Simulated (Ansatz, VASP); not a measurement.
**One calculation of Ta3N, two programs**

The input INCAR:

```
PREC = Accurate
ENCUT = 520
EDIFF = 1E-6
ISMEAR = 0
SIGMA = 0.15
LREAL = False
LASPH = True
NELM = 100
ALGO = Normal
ISIF = 2
LWAVE = False
LCHARG = False
GGA = PS
NBANDS = 27
```

File KPOINTS:

```
regular mesh
0
Gamma
  18 18 8
```

The input POSCAR:

```
Ta3N
1.0
    3.1205247677      0.0000000000      0.0000000000
   -1.5602623839      2.7024537220      0.0000000000
    0.0000000000      0.0000000000      6.8539311078
Ta N
3 1
Direct
    0.0000000000      0.0000000000      0.5000000000
    0.3333333333      0.6666666667      0.1725859884
    0.6666666667      0.3333333333      0.8274140116
    0.0000000000      0.0000000000      0.0000000000
```

Input for Ansatz:

```yaml
crystal:
  lattice:
    - [3.1205247677, 0.0, 0.0]
    - [-1.5602623839, 2.702453722, 0.0]
    - [0.0, 0.0, 6.8539311078]
  atoms:
    - { symbol: Ta, position: [0.0, 0.0, 0.5] }
    - { symbol: Ta, position: [0.3333333333, 0.6666666667, 0.1725859884] }
    - { symbol: Ta, position: [0.6666666667, 0.3333333333, 0.8274140116] }
    - { symbol: "N", position: [0.0, 0.0, 0.0] }
basis:
  ecutwfc: 420
kpoints:
  mp_grid: { grid: [18, 18, 8] }
hamiltonian:
  xc: pbesol
scf:
  occupations: { method: gaussian, width: 0.15 }
output:
  forces: true
  stress: true
  eigenvalues: true
```

Change from the starting cell: strain +0.040 along x and y, -0.080 along z, atoms carried along.

Alike in both runs: task single point; functional PBEsol; k mesh 18 × 18 × 8; occupations gaussian, width 0.15 eV; no spin polarisation.

```csv
,VASP,Ansatz
version,VASP 6.6.1,Ansatz 0.2.0
potentials or method,"VASP PAW PBE potentials, release 64 (Ta_pv, N), cutoff 520 eV","scalar-relativistic, plane waves, PAW"
valence electrons in the cell,38,44
```

|  | VASP | Ansatz | Ansatz less VASP |
| --- | --- | --- | --- |
| gap on the k mesh at the Fermi level (eV) | none | none | - |
| pressure (GPa) | 2.5 | 2.0 | -0.47 |
| traceless stress, the component that is largest in VASP (GPa) | 11.46 | 11.51 | +0.056 |
| rms of the force components (eV/Å) | 0.246 | 0.270 | +0.0246 |

VASP's potentials were made for PBE, not for PBEsol. Atom by atom the forces differ by 0.025 eV/Å (rms over components). A gap of «none» marks a metal or a gap that the smearing closes. VASP's potentials hold 38 valence electrons a cell and Ansatz's 44, so a difference there can come from the potentials and not from the codes.

Neither program's run includes spin-orbit coupling.
